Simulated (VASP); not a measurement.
# CdI2 (P-3m1) in VASP: notebook, part 2 of 3

VASP 6.6.1. Earlier steps stand in the parts before.

## (4) Relaxation of shape and atoms at fixed volume, PBE+D3(BJ) (34.41 Å³/atom)

This run uses another cell than the first one, of 34.41 Å³/atom.

Contents of INCAR:

```
PREC = Accurate ; ENCUT = 500
EDIFF = 1E-7 ; ISMEAR = 0
SIGMA = 0.02 ; LREAL = F
LASPH = T ; NELM = 120
ALGO = Normal ; ISIF = 4
LWAVE = F ; LCHARG = F
GGA = PE ; IVDW = 12
IBRION = 2 ; NSW = 50
EDIFFG = -0.01 ; GGA_COMPAT = F
NELMIN = 4
```

Contents of KPOINTS:

```
regular mesh
0
Gamma
  6 6 4
```

Contents of POSCAR:

```
CdI2
1.0
    4.1970841554      0.0000000000      0.0000000000
   -2.0985420777      3.6347815004      0.0000000000
    0.0000000000      0.0000000000      6.7670437163
Cd I
1 2
Direct
    0.0000000000      0.0000000000      0.0000000000
    0.3333333333      0.6666666667      0.2532255763
    0.6666666667      0.3333333333      0.7467744237
```

Potentials or basis: VASP PAW PBE potentials, release 64 (Cd, I).

Run with:

```sh
$ cat potpaw_PBE.64/Cd/POTCAR potpaw_PBE.64/I/POTCAR > POTCAR
$ mpirun -np 1 vasp_std > vasp.out
```

OUTCAR:

```text
PREC = Accurate
   ENCUT = 500
   EDIFF = 1E-7
   ISMEAR = 0
   LREAL = F
   LASPH = T
   NELM = 120
   ISIF = 4
   GGA = PE
   IVDW = 12
   IBRION = 2
   NSW = 50
   EDIFFG = -0.01
   NELMIN = 4
 IVDW          = 12

 ion  position               nearest neighbor table
   1  0.000  0.000  0.000-   2 2.97   3 2.97   3 2.97   2 2.97   3 2.97   2 2.97
   2  0.333  0.667  0.253-   1 2.97   1 2.97   1 2.97
   3  0.667  0.333  0.747-   1 2.97   1 2.97   1 2.97

  LATTYP: Found a hexagonal cell.
 ALAT       =     4.1970841554
 C/A-ratio  =     1.6123202361

  Lattice vectors:

 A1 = (   4.1970841554,   0.0000000000,   0.0000000000)
 A2 = (  -2.0985420777,   3.6347815004,   0.0000000000)
[... 170 lines left out ...]

 number of electron      25.9999988 magnetization

 Free energy of the ion-electron system (eV)
  ---------------------------------------------------
  ext. energy  EPLUGINS =         0.00000000
  ---------------------------------------------------
  free energy    TOTEN  =        -5.43645589 eV

  energy without entropy =       -5.43645589  energy(sigma->0) =       -5.43645589

------------------------ aborting loop because EDIFF is reached ----------------------------------------

 Edisp (eV)   -1.03580

 E8    (eV) :    -0.4644
[... 155 lines left out ...]
--------------------------------------- Ionic step        5  -------------------------------------------

 number of electron      25.9999992 magnetization

 Free energy of the ion-electron system (eV)
  ---------------------------------------------------
  ext. energy  EPLUGINS =         0.00000000
  ---------------------------------------------------
  free energy    TOTEN  =        -5.44461683 eV

  energy without entropy =       -5.44461683  energy(sigma->0) =       -5.44461683

 E-fermi :   2.5205     XC(G=0):  -8.7680

 val. band max:        2.3772525210   @ k =   0.0000   0.0000   0.5000
 cond. band min:       4.7078863159   @ k =   0.5000   0.0000   0.5000
 fundamental gap:      2.3306337948
 Fermi energy:         2.5205391789

 k-point     1 :       0.0000    0.0000    0.0000
  band No.  band energies     occupation
      1      -9.8559      2.00000
      2      -9.0693      2.00000
      3      -5.2583      2.00000
      4      -5.2583      2.00000
      5      -5.1480      2.00000
      6      -5.0604      2.00000
[... 503 lines left out ...]
  FREE ENERGIE OF THE ION-ELECTRON SYSTEM (eV)
  ---------------------------------------------------
  free  energy   TOTEN  =        -6.4797458262 eV

  energy  without entropy=       -6.4797458262  energy(sigma->0) =       -6.47974583

 reached required accuracy - stopping structural energy minimisation
```

OSZICAR:

```text
N       E                     dE             d eps       ncg     rms          rms(c)
DAV:   1     0.159558665044E+03    0.15956E+03   -0.11486E+04   816   0.127E+03
DAV:   2     0.283885293495E+01   -0.15672E+03   -0.15433E+03  1016   0.276E+02
DAV:   3    -0.563113961818E+01   -0.84700E+01   -0.84545E+01   936   0.658E+01
[... 43 lines left out ...]
DAV:   4    -0.544461299807E+01    0.12844E-03   -0.34631E-04   938   0.148E-01    0.291E-02
DAV:   5    -0.544461546245E+01   -0.24644E-05   -0.19662E-05   963   0.399E-02    0.129E-02
DAV:   6    -0.544461648946E+01   -0.10270E-05   -0.11229E-06   961   0.813E-03    0.493E-03
DAV:   7    -0.544461681243E+01   -0.32297E-06   -0.26275E-07   768   0.364E-03    0.174E-03
DAV:   8    -0.544461682889E+01   -0.16456E-07   -0.53531E-08   480   0.149E-03
   5 F= -.64797458E+01 E0= -.64797458E+01  d E =-.739317E-03
```

Wall time 99 s (1 thread of Intel Xeon Platinum 8488C (Sapphire Rapids), shared host); peak memory 0.24 GiB.

Results:

```yaml
Free_energy: -6.4797 eV
Energy_gained_by_relaxing: 2.5 meV/atom
Ionic_steps: 5
Pressure_after_relaxing: 0.6 GPa
Largest_force_after_relaxing: 0.004 eV/Å
Band_gap_on_the_k_mesh: 2.33 eV (least direct gap 2.51 eV)
Dispersion_energy_per_atom: -0.345 eV
```

Forces on the atoms (eV/Å):
```
Cd   0.000  0.000  0.000
I    0.000  0.000  0.004
I    0.000  0.000 -0.004
```

The path:
| step | energy change (eV) | largest force (eV/Å) | pressure (GPa) | volume (Å³) |
| --- | --- | --- | --- | --- |
| 1 | 0.0000 | 0.1946 | 1.27 | 103.23 |
| 2 | -0.0032 | 0.1391 | 1.10 | 103.23 |
| 3 | -0.0068 | 0.0039 | 0.68 | 103.23 |
| 4 | -0.0072 | 0.0006 | 0.66 | 103.23 |
| 5 | -0.0075 | 0.0044 | 0.63 | 103.23 |

Final structure:
```
Cd I
1.0
     4.22053    0.00000    0.00000
    -2.11026    3.65508    0.00000
     0.00000    0.00000    6.69207
Cd I
1 2
Cartesian
  0.0000 0.0000 0.0000
  0.0000 2.4367 1.7309
  2.1103 1.2184 4.9611
```

Levels at points of the mesh, in eV from the valence-band top:
| k point | band 10 | band 11 | band 12 | band 13 | band 14 | band 15 | band 16 | band 17 |
| --- | --- | --- | --- | --- | --- | --- | --- | --- |
| (0.00, 0.00, 0.00) | -0.30 | -0.22 | -0.22 | -0.07 | 2.44 | 4.45 | 6.37 | 6.37 |
| (0.50, 0.00, 0.00) | -2.18 | -1.59 | -0.85 | -0.12 | 2.70 | 4.96 | 5.75 | 6.37 |
| (0.00, 0.00, 0.50) | -0.48 | -0.48 | 0.00 | 0.00 | 3.73 | 4.52 | 6.10 | 6.10 |
| (0.50, 0.00, 0.50) | -1.29 | -1.20 | -0.57 | -0.55 | 2.33 | 4.84 | 5.72 | 6.63 |

Caveat: spin-orbit coupling is left out, which moves the levels of the heavy elements. A k mesh can miss the band edges.

## (5) Relaxation of cell and atoms, PBE+D3(BJ)

This run uses another cell than the first one, of 35.66 Å³/atom.

Contents of INCAR:

```
ALGO = Normal ; EDIFF = 1E-7
EDIFFG = -0.005 ; ENCUT = 500
GGA = PE ; GGA_COMPAT = F
IBRION = 2 ; ISIF = 3
ISMEAR = 0 ; IVDW = 12
LASPH = T ; LCHARG = F
LREAL = F ; LWAVE = F
NELM = 120 ; NELMIN = 4
NSW = 100 ; PREC = Accurate
SIGMA = 0.02
```

Contents of KPOINTS:

```
k-points
0
Gamma
  6 6 4
```

Contents of POSCAR:

```
CdI2
1.0
    4.2440000000      0.0000000000      0.0000000000
   -2.1220000000      3.6754118137      0.0000000000
    0.0000000000      0.0000000000      6.8590000000
Cd I
1 2
Direct
    0.0000000000      0.0000000000      0.0000000000
    0.3333333333      0.6666666667      0.2492000000
    0.6666666667      0.3333333333      0.7508000000
```

Potentials or basis: VASP PAW PBE potentials, release 64 (Cd, I).

Run with:

```sh
$ cat potpaw_PBE.64/Cd/POTCAR potpaw_PBE.64/I/POTCAR > POTCAR
$ mpirun -np 1 vasp_std > vasp.out
```

OUTCAR:

```text
EDIFF = 1E-7
   EDIFFG = -0.005
   ENCUT = 500
   GGA = PE
   IBRION = 2
   ISIF = 3
   ISMEAR = 0
   IVDW = 12
   LASPH = T
   LREAL = F
   NELM = 120
   NELMIN = 4
   NSW = 100
   PREC = Accurate
 IVDW          = 12

 ion  position               nearest neighbor table
   1  0.000  0.000  0.000-   2 2.99   3 2.99   3 2.99   2 2.99   3 2.99   2 2.99
   2  0.333  0.667  0.249-   1 2.99   1 2.99   1 2.99
   3  0.667  0.333  0.751-   1 2.99   1 2.99   1 2.99

  LATTYP: Found a hexagonal cell.
 ALAT       =     4.2440000000
 C/A-ratio  =     1.6161639962

  Lattice vectors:

 A1 = (   4.2440000000,   0.0000000000,   0.0000000000)
 A2 = (  -2.1220000000,   3.6754118137,   0.0000000000)
 A3 = (   0.0000000000,   0.0000000000,   6.8590000000)

Analysis of symmetry for initial positions (statically):
=====================================================================
 Subroutine PRICEL returns:
 Original cell was already a primitive cell.

 Routine SETGRP: Setting up the symmetry group for a
 hexagonal supercell.

 Subroutine GETGRP returns: Found 12 space group operations
 (whereof 12 operations were pure point group operations)
 out of a pool of 24 trial point group operations.

The static configuration has the point symmetry D_3d.

Analysis of symmetry for dynamics (positions and initial velocities):
=====================================================================
 Subroutine PRICEL returns:
 Original cell was already a primitive cell.

 Routine SETGRP: Setting up the symmetry group for a
 hexagonal supercell.

 Subroutine GETGRP returns: Found 12 space group operations
 (whereof 12 operations were pure point group operations)
 out of a pool of 24 trial point group operations.

The dynamic configuration has the point symmetry D_3d.

 Subroutine INISYM returns: Found 12 space group operations
 (whereof 12 operations are pure point group operations),
 and found     1 'primitive' translations

[... 103 lines left out ...]
   POTIM  = 0.5000    time-step for ionic-motion
   TEBEG  =    0.0;   TEEND  =   0.0 temperature during run
   PSTRESS=    0.0 pullay stress
   NELECT =      26.0000    total number of electrons
   NUPDOWN=      -1.0000    fix difference up-down
   EMIN   =  10.00;   EMAX   =-10.00  energy-range for DOS
   EFERMI =   0.00;   METHOD = LEGACY
   ISMEAR =     0;   SIGMA  =   0.02  broadening in eV -4-tet -1-fermi 0-gaus
   EFERMI_NEDOS =   21; number of points for ismear=-14 and -15
   IALGO  =     38    algorithm
   IMIX   =      4    mixing-type and parameters
     AMIX     =   0.40;   BMIX     =  1.00
     AMIX_MAG =   1.60;   BMIX_MAG =  1.00
  volume/ion in A,a.u.               =      35.66       240.67
  Fermi-wavevector in a.u.,A,eV,Ry     =   1.021610  1.930563 14.200229  1.043687
  Thomas-Fermi vector in A             =   2.155244
   LORBIT       =      0    0 simple, 1 ext, 2 COOP (PROOUT), +10 PAW based schemes
   GGA     = PE    functional components
   LHFCALC =     F    Hartree Fock is set to
   AEXX    =    0.0000 exact exchange contribution
   IVDW    =    12    specifies the selected vdW correction
   LEPSILON=     F    determine dielectric tensor
   LRPA    =     F    only Hartree local field effects (RPA)
 conjugate gradient relaxation of ions
 non-spin polarized calculation
 Gauss-broadening in eV      SIGMA  =   0.02
  energy-cutoff  :      500.00
  volume of cell :      106.99
 maximum number of plane-waves:      2738
 NGX is ok and might be reduce to    32
   NGX = 15   NGY = 15   NGZ = 25

--------------------------------------- Ionic step        1  -------------------------------------------

 number of electron      25.9999995 magnetization

 Free energy of the ion-electron system (eV)
  ---------------------------------------------------
  ext. energy  EPLUGINS =         0.00000000
  ---------------------------------------------------
  free energy    TOTEN  =        -5.48478103 eV

  energy without entropy =       -5.48478103  energy(sigma->0) =       -5.48478103

------------------------ aborting loop because EDIFF is reached ----------------------------------------

 Edisp (eV)   -0.99771

 E8    (eV) :    -0.4472
[... 108 lines left out ...]
  FREE ENERGIE OF THE ION-ELECTRON SYSTEM (eV)
  ---------------------------------------------------
  free  energy   TOTEN  =        -6.4848745191 eV

  energy  without entropy=       -6.4848745191  energy(sigma->0) =       -6.48487452

[... ionic steps 4 to 8 ...]

--------------------------------------- Ionic step        9  -------------------------------------------

 number of electron      25.9999995 magnetization

------------------------ aborting loop because EDIFF is reached ----------------------------------------
[... 77 lines left out ...]
--------------------------------------- Ionic step       11  -------------------------------------------

 number of electron      25.9999995 magnetization

 Free energy of the ion-electron system (eV)
  ---------------------------------------------------
  ext. energy  EPLUGINS =         0.00000000
  ---------------------------------------------------
  free energy    TOTEN  =        -5.48533059 eV

  energy without entropy =       -5.48533059  energy(sigma->0) =       -5.48533059

 E-fermi :   2.1694     XC(G=0):  -8.6038

 val. band max:        2.0539837913   @ k =   0.0000   0.0000   0.5000
 cond. band min:       4.3902072234   @ k =   0.5000  -0.0000   0.5000
 fundamental gap:      2.3362234321
 Fermi energy:         2.1693773249

 k-point     1 :       0.0000    0.0000    0.0000
  band No.  band energies     occupation
      1     -10.0497      2.00000
      2      -9.3387      2.00000
      3      -5.5278      2.00000
      4      -5.5278      2.00000
      5      -5.4180      2.00000
      6      -5.3378      2.00000
[... 503 lines left out ...]
  FREE ENERGIE OF THE ION-ELECTRON SYSTEM (eV)
  ---------------------------------------------------
  free  energy   TOTEN  =        -6.4862705616 eV

  energy  without entropy=       -6.4862705616  energy(sigma->0) =       -6.48627056

 reached required accuracy - stopping structural energy minimisation
```

OSZICAR:

```text
N       E                     dE             d eps       ncg     rms          rms(c)
DAV:   1     0.158744614643E+03    0.15874E+03   -0.11391E+04   832   0.126E+03
DAV:   2     0.294708953958E+01   -0.15580E+03   -0.15278E+03  1026   0.276E+02
DAV:   3    -0.567584090153E+01   -0.86229E+01   -0.86078E+01   916   0.660E+01
[... 105 lines left out ...]
DAV:   4    -0.548533406727E+01    0.49596E-04   -0.76872E-05   855   0.523E-02    0.223E-02
DAV:   5    -0.548533031259E+01    0.37547E-05   -0.15897E-05   891   0.424E-02    0.131E-02
DAV:   6    -0.548533026716E+01    0.45432E-07   -0.24054E-06   936   0.171E-02    0.266E-03
DAV:   7    -0.548533049028E+01   -0.22312E-06   -0.18611E-07   661   0.274E-03    0.153E-03
DAV:   8    -0.548533058953E+01   -0.99248E-07   -0.32721E-08   518   0.130E-03
  11 F= -.64862706E+01 E0= -.64862706E+01  d E =-.145712E-04
```

CONTCAR:

```text
CdI2
   1.00000000000000
     4.2482213876381003    0.0000000000000001    0.0000000000000000
    -2.1241106938190502    3.6790676426339264   -0.0000000000000001
    -0.0000000000000001    0.0000000000000001    6.8223396359239290
  Cd              I
     1     2
Direct
     1.0000000000000000    0.0000000000000000    0.0000000000000000
     0.3333333332999970    0.6666666667000030    0.2538209514774896
     0.6666666667000030    0.3333333332999970    0.7461790485225104

  0.00000000E+00  0.00000000E+00  0.00000000E+00
  0.00000000E+00  0.00000000E+00  0.00000000E+00
  0.00000000E+00  0.00000000E+00  0.00000000E+00
```

Run time: 3.5 min. Hardware: 1 thread of Intel Xeon Platinum 8488C (Sapphire Rapids), shared host; peak memory 0.25 GiB.

Results:

| Item | Value |
| --- | --- |
| Free energy | -6.4863 eV |
| Relaxed volume | 35.54 Å³/atom |
| Relaxed cell | a = 4.248 Å, b = 4.248 Å, c = 6.822 Å, α = 90.00°, β = 90.00°, γ = 120.00° |
| Space group after relaxing (to 0.1 Å) | P-3m1 (No. 164) |
| Energy gained by relaxing | 1.3 meV/atom |
| Ionic steps | 11 |
| Pressure after relaxing | 0.0 GPa |
| Band gap on the k mesh | 2.34 eV (least direct gap 2.53 eV) |
| Dispersion energy per atom | -0.334 eV |

Forces in eV/Å, atoms in the order of the input:
```
Cd   0.000  0.000  0.000
I    0.000  0.000 -0.003
I    0.000  0.000  0.003
```

Step by step:
```tsv
step	energy change (eV)	largest force (eV/Å)	pressure (GPa)	volume (Å³)
1	0.0000	0.1435	0.41	106.99
2	-0.0023	0.0288	-0.15	108.41
3	-0.0024	0.0457	-0.07	108.20
4	-0.0027	0.0394	-0.06	108.03
5	-0.0032	0.0205	-0.02	107.52
6	-0.0027	0.0182	0.07	106.51
7	-0.0033	0.0108	0.00	107.26
8	-0.0035	0.0058	-0.01	107.13
9	-0.0038	0.0092	-0.04	106.75
10	-0.0037	0.0147	0.10	106.33
11	-0.0038	0.0028	0.00	106.63
```

Final structure:
```xyz
3
Lattice="4.2482 0.0000 0.0000 -2.1241 3.6791 0.0000 0.0000 0.0000 6.8223" Properties=species:S:1:pos:R:3 pbc="T T T"
Cd    4.2482    0.0000    0.0000
I     0.0000    2.4527    1.7317
I     2.1241    1.2264    5.0907
```

Caveat: spin-orbit coupling is left out, which moves the levels of the heavy elements. A k mesh can miss the band edges.

(Continued in part 3 of 3.)
